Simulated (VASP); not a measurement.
Input of a VASP 6.6.1 run:

POSCAR

```
BP
1.0
    2.2909397142      2.2909397142      0.0000000000
   -2.2909397142      2.2909397142      0.0000000000
    0.0000000000      2.2909397142      2.2590983635
B P
1 1
Direct
    0.0000000000      0.0000000000      0.0000000000
    0.7500000000      0.2500000000      0.5000000000
```

Contents of INCAR.step1:

```
PREC = Accurate
ENCUT = 520
ISMEAR = 0
SIGMA = 0.01
LREAL = False
LASPH = True
NELM = 60
NBANDS = 11
GGA = PE
ALGO = Normal
EDIFF = 1E-4
LWAVE = True
LCHARG = False
```

File INCAR.step2:

```
PREC = Accurate
ENCUT = 520
EDIFF = 1E-6
ISMEAR = 0
SIGMA = 0.01
LREAL = False
LASPH = True
NELM = 60
ALGO = Normal
ISIF = 2
LWAVE = False
LCHARG = True
METAGGA = R2SCAN
LMIXTAU = True
LELF = True
LVHAR = True
NBANDS = 11
ISTART = 1
```

File KPOINTS:

```
Automatic mesh
0
Gamma
  8 8 8
```

Potentials or basis: VASP PAW PBE potentials, release 64 (B, P).

Command:

```sh
$ cat potpaw_PBE.64/B/POTCAR potpaw_PBE.64/P/POTCAR > POTCAR
$ cp INCAR.step1 INCAR
$ mpirun -np 1 vasp_std > vasp.out
$ cp INCAR.step2 INCAR
$ mpirun -np 1 vasp_std > vasp.out
```

Question: Estimate the pressure.

Answer: -3.1 GPa.

Question: Estimate the band gap on the k mesh.

Answer: 1.27 eV (least direct gap 3.47 eV).

Stress tensor (GPa, compression positive):
```
-4.39  0.00  0.00
 0.00 -4.39  0.00
 0.00  0.00 -0.48
```

Caveat: the cell differs from its parent crystal (film at in-plane strain +0.01); the cell stands under tension; the PAW data sets were made with another functional, which shifts forces and pressure a little. A k mesh can miss the band edges.
